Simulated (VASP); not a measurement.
Wanted: the native input for a VASP 6.6.1 run.

| Property | Result |
| --- | --- |
| Task | single point |
| Functional | PBE |
| Potentials or basis | VASP PAW PBE potentials, release 64 (Mg, O) |
| Cutoff | 600 eV |
| k mesh | 13 × 13 × 13 |
| Occupations | fermi-dirac, width 0.02 eV |
| Spin | no spin polarisation |
| Dipole correction | no |
| Further INCAR settings | ALGO = Normal; EDIFF = 1e-06; NBANDS = 11 |

The structure of MgO (rocksalt type) lies in POSCAR:

```
MgO
1.0
    0.0000000000      2.1269412140      2.1269412140
    2.1269412140      0.0000000000      2.1269412140
    2.1269412140      2.1269412140      0.0000000000
Mg O
1 1
Direct
    0.0000000000      0.0000000000      0.0000000000
    0.5000000000      0.5000000000      0.5000000000
```

These files were run (other wordings do the same):

INCAR

```
PREC     = Accurate       # precision mode
ENCUT    = 600            # plane-wave cutoff, eV
EDIFF    = 1E-6           # SCF threshold, eV
ISMEAR   = -1             # smearing method
SIGMA    = 0.02           # smearing width, eV
LREAL    = F              # projectors in reciprocal space
LASPH    = T              # aspherical terms in the spheres
NELM     = 120            # most SCF steps
ALGO     = Normal         # electronic algorithm
ISIF     = 2              # what is computed and relaxed
LWAVE    = F              # write WAVECAR
LCHARG   = T              # write CHGCAR
GGA      = PE             # functional
LELF     = T              # ELF
LVHAR    = T            
NBANDS   = 11             # bands
GGA_COMPAT= F
```

KPOINTS

```
Automatic mesh
0
Gamma
  13 13 13
```

Potentials or basis: VASP PAW PBE potentials, release 64 (Mg, O).

The run is started by

```console
$ cat potpaw_PBE.64/Mg/POTCAR potpaw_PBE.64/O/POTCAR > POTCAR
$ mpirun -np 1 vasp_std > vasp.out
```

It gave:

```json
{
  "Pressure": "-1.0 GPa",
  "Band gap on the k mesh": "4.44 eV"
}
```

Caveat: an odd mesh through Γ misses points on the zone boundary, where band edges can lie.

Wall time 5.7 s on 1 thread of Intel(R) Xeon(R) 6975P-C (Granite Rapids), with other jobs on the host, peak memory 0.15 GiB.
